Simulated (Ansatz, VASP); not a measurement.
Cu2O: VASP beside Ansatz

```
Cu O
1.0
     4.26000    0.00000    0.00000
     0.00000    4.26000    0.00000
     0.00000    0.00000    4.26000
Cu O
4 2
Direct
  0.25000 0.25000 0.25000
  0.25000 0.75000 0.75000
  0.75000 0.25000 0.75000
  0.75000 0.75000 0.25000
  0.00000 0.00000 0.00000
  0.50000 0.50000 0.50000
```

Alike in both runs: task single point; functional PBEsol; k mesh 4 × 4 × 4; no spin polarisation; Hubbard terms Cu d U = 1.5 eV.

|  | VASP | Ansatz |
| --- | --- | --- |
| version | VASP 6.6.1 | Ansatz 0.2.0 |
| potentials or method | VASP PAW PBE potentials, release 64 (Cu, O), cutoff 600 eV | plane waves, PAW |
| occupations | gaussian, width 0.01 eV | fixed |
| valence electrons in the cell | 56 | 88 |

|  | VASP | Ansatz | Ansatz less VASP |
| --- | --- | --- | --- |
| gap on the k mesh at the Fermi level (eV) | 0.58 | 0.60 | +0.025 |

VASP's potentials were made for PBE, not for PBEsol. The programs project onto different local orbitals, so the same U acts differently, and such runs can settle in different states. VASP's potentials hold 56 valence electrons a cell and Ansatz's 88, so a difference there can come from the potentials and not from the codes.
